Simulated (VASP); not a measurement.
Mo3HS6: single point with PBEsol

Slab: Mo3HS6, a slab with vacuum.

```
S Mo H
1.0
     3.12041    0.00000    0.00000
    -1.56020    6.15233    0.00000
     0.00000    0.00000   25.65978
S Mo H
6 3 1
Direct
  0.89272 0.78544 0.33126
  0.17159 0.34318 0.38244
  0.42488 0.84975 0.43544
  0.70473 0.40947 0.48620
  0.96287 0.92574 0.54113
  0.17302 0.34604 0.61720
  0.53216 0.06431 0.35685
  0.06342 0.12684 0.45604
  0.60286 0.20572 0.55886
  0.67302 0.34604 0.62096
```

```
Program             : VASP 6.6.1
Task                : single point
Functional          : PBEsol
Potentials or basis : VASP PAW PBE potentials, release 64 (S, Mo_sv, H)
Cutoff              : 520 eV
k mesh              : 10 × 5 × 1
Occupations         : gaussian, width 0.1 eV
Spin                : no spin polarisation
```

| Property | Result |
| --- | --- |
| Largest force | 4.045 eV/Å |

Forces on the atoms (eV/Å):
```
S    0.000  1.596 -0.580
S    0.000  0.919 -1.306
S    0.000  0.281 -1.254
S    0.000  0.252 -0.169
S    0.000 -0.102  0.261
S    0.000  0.574  1.319
Mo   0.000 -2.929  2.789
Mo   0.000  0.087  0.724
Mo   0.000 -0.630 -1.773
H    0.000 -0.049 -0.012
```

Levels at points of the mesh, in eV from the Fermi level:
| k point | band 37 | band 38 | band 39 | band 40 | band 41 | band 42 |
| --- | --- | --- | --- | --- | --- | --- |
| (0.00, 0.00, 0.00) | -1.47 | -1.35 | -1.01 | -0.68 | 0.11 | 0.34 |
| (0.50, 0.00, 0.00) | -1.80 | -0.70 | -0.01 | 0.06 | 0.36 | 1.03 |

Run time: 29 min on 1 thread of Oxide Virtual Turin-like Processor, on a shared host, peak memory 0.76 GiB.

Caveat: the PAW data sets were made with another functional, which shifts forces and pressure a little.
